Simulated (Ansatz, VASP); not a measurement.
**Si2Mo: VASP beside Ansatz**

File INCAR:

```
SYSTEM = Si2Mo
  PREC = Accurate
  ENCUT = 520
  EDIFF = 1E-7
  ISMEAR = 0
  SIGMA = 0.1
  LREAL = .FALSE.
  LASPH = .TRUE.
  NELM = 100
  ALGO = Normal
  ISIF = 2
  LWAVE = .FALSE.
  LCHARG = .FALSE.
  GGA = PS
  NBANDS = 18
```

File KPOINTS:

```
regular mesh
0
G
  18 18 18
  0 0 0
```

POSCAR

```
Si2Mo
1.0
   -1.5951907422      1.5951907422      3.9106688840
    1.5951907422     -1.5951907422      3.9106688840
    1.5951907422      1.5951907422     -3.9106688840
Si Mo
2 1
Direct
    0.6649355265      0.6649355265      0.0000000000
    0.3350644735      0.3350644735      0.0000000000
    0.0000000000      0.0000000000      0.0000000000
```

Input for Ansatz:

```yaml
crystal:
  lattice:
    - [-1.5951907422, 1.5951907422, 3.910668884]
    - [1.5951907422, -1.5951907422, 3.910668884]
    - [1.5951907422, 1.5951907422, -3.910668884]
  atoms:
    - { symbol: Si, position: [0.6649355265, 0.6649355265, 0.0] }
    - { symbol: Si, position: [0.3350644735, 0.3350644735, 0.0] }
    - { symbol: Mo, position: [0.0, 0.0, 0.0] }
basis:
  ecutwfc: 600.0
kpoints:
  mp_grid: { grid: [18, 18, 18] }
hamiltonian:
  xc: pbesol
  pseudopotentials: { kind: paw, azcp: { folder: soft_1 } }
scf:
  occupations: { method: gaussian, width: 0.1 }
output:
  forces: true
  stress: true
  eigenvalues: true
```

Alike in both runs: task single point; functional PBEsol; k mesh 18 × 18 × 18; occupations gaussian, width 0.1 eV; no spin polarisation.

```csv
,VASP,Ansatz
version,VASP 6.6.1,Ansatz 0.2.0
potentials or method,"VASP PAW PBE potentials, release 64 (Si, Mo_sv), cutoff 520 eV","scalar-relativistic, plane waves, PAW"
valence electrons in the cell,22,22
```

|  | VASP | Ansatz | Ansatz less VASP |
| --- | --- | --- | --- |
| gap on the k mesh at the Fermi level (eV) | none | none | - |
| pressure (GPa) | 0.3 | 0.0 | -0.36 |

VASP's potentials were made for PBE, not for PBEsol, and Ansatz warns of the same on its side. A gap of «none» marks a metal or a gap that the smearing closes.
